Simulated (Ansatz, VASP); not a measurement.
LiF in VASP and in Ansatz

The input INCAR:

```
SYSTEM = LiF
  ALGO = Normal
  EDIFF = 1E-7
  ENCUT = 520
  GGA = PE
  ISIF = 2
  ISMEAR = 0
  LASPH = .TRUE.
  LCHARG = .TRUE.
  LELF = .TRUE.
  LREAL = .FALSE.
  LVHAR = .TRUE.
  LWAVE = .FALSE.
  NBANDS = 18
  NELM = 100
  PREC = Accurate
  SIGMA = 0.05
```

File KPOINTS:

```
k-points
0
G
  9 9 6
  0 0 0
```

File POSCAR:

```
LiF
1.0
    3.3794388403      0.0000000000      0.0000000000
   -1.6897194201      2.9266798863      0.0000000000
    0.0000000000      0.0000000000      4.6974199881
Li F
2 2
Direct
    0.3333333333      0.6666666667      0.3810713234
    0.6666666667      0.3333333333      0.8810713234
    0.3333333333      0.6666666667      0.9939266766
    0.6666666667      0.3333333333      0.4939266766
```

Input for Ansatz:

```yaml
crystal:
  lattice:
    - [3.3794388403, 0.0, 0.0]
    - [-1.6897194201, 2.9266798863, 0.0]
    - [0.0, 0.0, 4.6974199881]
  atoms:
    - { symbol: Li, position: [0.3333333333, 0.6666666667, 0.3810713234] }
    - { symbol: Li, position: [0.6666666667, 0.3333333333, 0.8810713234] }
    - { symbol: F, position: [0.3333333333, 0.6666666667, 0.9939266766] }
    - { symbol: F, position: [0.6666666667, 0.3333333333, 0.4939266766] }
basis:
  ecutwfc: 520.0
kpoints:
  mp_grid: { grid: [9, 9, 6] }
hamiltonian:
  xc: pbe
scf:
  occupations: { method: gaussian, width: 0.05 }
output:
  forces: true
  stress: true
  eigenvalues: true
```

Alike in both runs: task single point; functional PBE; k mesh 9 × 9 × 6; occupations gaussian, width 0.05 eV; no spin polarisation.

|  | VASP | Ansatz |
| --- | --- | --- |
| version | VASP 6.6.1 | Ansatz 0.2.0 |
| potentials or method | VASP PAW PBE potentials, release 64 (Li_sv, F), cutoff 520 eV | scalar-relativistic, plane waves, PAW |
| valence electrons in the cell | 20 | 20 |

```csv
,VASP,Ansatz,Ansatz less VASP
gap on the k mesh at the Fermi level (eV),6.96,6.97,+0.008
least direct gap on the mesh (eV),6.96,6.97,+0.008
rms of the force components (eV/Å),0.193,0.182,-0.0112
```

Atom by atom the forces differ by 0.011 eV/Å (rms over components). The functional is the same, so the differences come from potentials, cutoffs and numerics.

Noted on VASP's run: the cutoff is short for stress, so the pressure is rough.
